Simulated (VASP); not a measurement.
Input of a VASP 6.6.1 run:

INCAR

```
PREC     = Accurate       # precision mode
ENCUT    = 520            # plane-wave cutoff, eV
EDIFF    = 1E-7           # SCF threshold, eV
ISMEAR   = 0              # smearing method
SIGMA    = 0.05           # smearing width, eV
LREAL    = F              # projectors in reciprocal space
LASPH    = T              # aspherical terms in the spheres
NELM     = 150            # most SCF steps
ALGO     = Normal         # electronic algorithm
ISIF     = 2              # what is computed and relaxed
LWAVE    = F              # write WAVECAR
LCHARG   = F              # write CHGCAR
ISPIN    = 2              # spin polarisation
MAGMOM   = 0.3 0.3 0.3 0.3 0.3 0.3 0.3 0.3 # initial moments
LORBIT   = 11             # projections on sites
GGA      = PS             # functional
NBANDS   = 30             # bands
```

KPOINTS

```
Automatic mesh
0
Gamma
  1 1 4
```

POSCAR

```
BAs
1.0
   10.9000000000      0.0000000000      0.0000000000
    0.0000000000     12.7000000000      0.0000000000
    0.0000000000      0.0000000000      7.1405835975
B As
4 4
Direct
    0.4894795444      0.5000000000     -0.0227471902
    0.4863043269      0.5000000000      0.4006725573
    0.5342595866      0.5692935761      0.5906898264
    0.5342595866      0.4307064239      0.5906898264
    0.4816712428      0.3366068781      0.4033453102
    0.4816712428      0.6633931219      0.4033453102
    0.3656261507      0.5000000000      0.1587262751
    0.6267283192      0.5000000000      0.8086114181
```

Potentials or basis: VASP PAW PBE potentials, release 64 (B, As).

Command:

```bash
$ cat potpaw_PBE.64/B/POTCAR potpaw_PBE.64/As/POTCAR > POTCAR
$ mpirun -np 1 vasp_std > vasp.out
```

Problem. What does it give for the largest force?

Solution. 0.179 eV/Å.

Problem. Predict the band gap on the k mesh.

Solution. 0.30 eV.

Problem. What does it give for the net moment?

Solution. 0.00 μB per cell.

Forces on the atoms (eV/Å):
```
B    0.014  0.000 -0.023
B    0.011  0.000 -0.002
B    0.016 -0.034  0.058
B    0.016  0.034  0.058
As  -0.038 -0.152 -0.088
As  -0.038  0.152 -0.088
As  -0.118  0.000  0.058
As   0.138  0.000  0.027
```

Caveat: the PAW data sets were made with another functional, which shifts forces and pressure a little.
